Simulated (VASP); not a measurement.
Runs of VASP 6.6.1 on AlIn2N3. The structure is that of space group P4/mmm (No. 123), or close to it. The cells are those of the table. The cell was built from a structure type or drawn by symmetry, and may not be a known phase.

```csv
task,spin,cell,k mesh,cutoff (eV),gap on the mesh (eV),pressure (GPa),moment (μB)
single point,"collinear, ferromagnetic start","a = 4.213, b = 4.213, c = 6.098 Å, 6 atoms",4 × 4 × 4,520,none,-7.3,0.57
single point,off,"a = 4.597, b = 4.597, c = 4.128 Å, 6 atoms",8 × 8 × 10,520,none,0.1,-
single point,"collinear, ferromagnetic start","a = 4.598, b = 4.598, c = 4.120 Å, 6 atoms",4 × 4 × 4,520,none,(a),0.00
single point,off,"a = 4.213, b = 4.213, c = 6.098 Å, 6 atoms",4 × 4 × 4,520,none,-7.3,-
relaxation of cell and atoms,off,"relaxed from a = 4.213, b = 4.213, c = 6.098 Å, 6 atoms",4 × 4 × 4,600,none,-0.3,-
```

Alike in all rows: level PBE; potentials or basis VASP PAW PBE potentials, release 64 (Al, In_d, N); smearing gaussian 0.1 eV.

Task: Estimate the missing entries.

Result: (a) 0.2.

Caveats: some runs use coarse meshes; spin-orbit coupling is left out, which moves the levels of the heavy elements.

A k mesh can miss the band edges, and the runs leave out spin-orbit coupling on In.

A gap of «none» marks levels without a gap at the run's occupations.
